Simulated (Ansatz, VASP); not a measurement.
# HfC in VASP and in Ansatz

File INCAR:

```
SYSTEM = HfC
  ALGO = Normal
  EDIFF = 1E-6
  EDIFFG = -0.005
  ENCUT = 600
  GGA = PE
  IBRION = 2
  ISIF = 3
  ISMEAR = -1
  LASPH = .TRUE.
  LCHARG = .FALSE.
  LREAL = .FALSE.
  LWAVE = .FALSE.
  NELM = 60
  NSW = 100
  PREC = Accurate
  SIGMA = 0.05
```

KPOINTS

```
k-points
0
G
  16 16 16
  0 0 0
```

File POSCAR:

```
HfC
1.0
    0.0000000000      2.2322827293      2.2322827293
    2.2322827293      0.0000000000      2.2322827293
    2.2322827293      2.2322827293      0.0000000000
Hf C
1 1
Direct
    0.0000000000      0.0000000000      0.0000000000
    0.5000000000      0.5000000000      0.5000000000
```

Input for Ansatz:

```yaml
crystal:
  lattice:
    - [0.0, 2.2322827293, 2.2322827293]
    - [2.2322827293, 0.0, 2.2322827293]
    - [2.2322827293, 2.2322827293, 0.0]
  atoms:
    - { symbol: Hf, position: [0.0, 0.0, 0.0] }
    - { symbol: C, position: [0.5, 0.5, 0.5] }
kpoints:
  mp_grid: { grid: [16, 16, 16] }
scf:
  occupations: { method: fermi_dirac, width: 0.05 }
hamiltonian:
  xc: pbe
  pseudopotentials: { kind: paw }
output:
  forces: true
  stress: true
relax:
  f_tol: 0.005
  max_steps: 80
  cell: {}
```

Alike in both runs: task relaxation of cell and atoms; functional PBE; k mesh 16 × 16 × 16; occupations fermi-dirac, width 0.05 eV; no spin polarisation.

|  | VASP | Ansatz |
| --- | --- | --- |
| version | VASP 6.6.1 | Ansatz 0.2.0 |
| potentials or method | VASP PAW PBE potentials, release 64 (Hf_pv, C) | PAW with Ansatz's default frozen-core files, scalar-relativistic |
| plane-wave cutoff (eV) | 600 | 420 |
| valence electrons in the cell | 14 | 30 |

|  | VASP | Ansatz | Ansatz less VASP |
| --- | --- | --- | --- |
| relaxed volume (Å³/atom) | 12.54 | 12.58 | +0.037 |
| relaxed cell length with the largest relative difference (Å) | 3.286 | 3.289 | +0.0033 |

VASP's potentials hold 14 valence electrons a cell and Ansatz's 30, so a difference there can come from the potentials and not from the codes.

Neither program's run includes spin-orbit coupling.
